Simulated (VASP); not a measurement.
Input of a VASP 6.6.1 run:

POSCAR

```
SrTiO3
1.0
    3.9068462683      0.0000000000      0.0000000000
    0.0000000000      3.9068462683      0.0000000000
    0.0000000000      0.0000000000      3.9068462683
Sr Ti O
1 1 3
Direct
    0.5000000000      0.5000000000      0.5000000000
    0.0000000000      0.0000000000      0.0000000000
    0.5000000000      0.0000000000      0.0000000000
    0.0000000000      0.5000000000      0.0000000000
    0.0000000000      0.0000000000      0.5000000000
```

INCAR.step1

```
SYSTEM = SrTiO3
PREC     = Accurate       ! precision mode
ENCUT    = 660            ! plane-wave cutoff, eV
ISMEAR   = 0              ! smearing method
SIGMA    = 0.01           ! smearing width, eV
LREAL    = .False.        ! projectors in reciprocal space
LASPH    = .True.         ! aspherical terms in the spheres
NELM     = 120            ! most SCF steps
GGA      = PE             ! functional
ALGO     = Normal         ! electronic algorithm
EDIFF    = 1E-5           ! SCF threshold, eV
LWAVE    = .True.         ! write WAVECAR
LCHARG   = .False.        ! write CHGCAR
GGA_COMPAT= .False.      
IBRION   = 2              ! ionic algorithm
ISIF     = 3              ! what is computed and relaxed
EDIFFG   = -0.005         ! ionic threshold
NELMIN   = 4            
NSW      = 100            ! ionic steps
```

The input INCAR.step2:

```
SYSTEM = SrTiO3
PREC     = Accurate       ! precision mode
ENCUT    = 660            ! plane-wave cutoff, eV
EDIFF    = 1E-7           ! SCF threshold, eV
ISMEAR   = 0              ! smearing method
SIGMA    = 0.01           ! smearing width, eV
LREAL    = .False.        ! projectors in reciprocal space
LASPH    = .True.         ! aspherical terms in the spheres
NELM     = 120            ! most SCF steps
ALGO     = Normal         ! electronic algorithm
ISIF     = 3              ! what is computed and relaxed
LWAVE    = .False.        ! write WAVECAR
LCHARG   = .False.        ! write CHGCAR
METAGGA  = R2SCAN         ! meta-GGA
LMIXTAU  = .True.       
IBRION   = 2              ! ionic algorithm
NSW      = 100            ! ionic steps
EDIFFG   = -0.002         ! ionic threshold
PSTRESS  = 150.0        
ISTART   = 1            
GGA_COMPAT= .False.      
NELMIN   = 4
```

KPOINTS

```
Automatic mesh
0
Gamma
  6 6 6
  0 0 0
```

Potentials or basis: VASP PAW PBE potentials, release 64 (Sr_sv, Ti_sv, O).

Command:

```console
$ cat potpaw_PBE.64/Sr_sv/POTCAR potpaw_PBE.64/Ti_sv/POTCAR potpaw_PBE.64/O/POTCAR > POTCAR
$ cp INCAR.step1 INCAR
$ mpirun -np 1 vasp_std > vasp.out
$ cp INCAR.step2 INCAR
$ mpirun -np 1 vasp_std > vasp.out
```

Problem. What does it give for the space group after relaxing (to 0.05 Å)?

Solution. Pm-3m (No. 221).

Problem. Estimate the band gap on the k mesh.

Solution. 2.41 eV, indirect (least direct gap 2.75 eV).

The path:
```
step  energy change (eV)  largest force (eV/Å)  pressure (GPa)  volume (Å³)
   1              0.0000                0.0000            0.73        59.63
   2              1.0499                0.0000           43.51        50.93
   3              0.1650                0.0000           14.60        56.00
   4              0.1723                0.0000           14.95        55.92
   5              0.1791                0.0000           15.28        55.85
   6              0.1659                0.0000           14.64        55.99
   7              0.1734                0.0000           15.01        55.91
```

Caveat: the cell is relaxed towards a set pressure, so the enthalpy falls and the energy may rise; the PAW data sets were made with another functional, which shifts forces and pressure a little. A k mesh can miss the band edges.
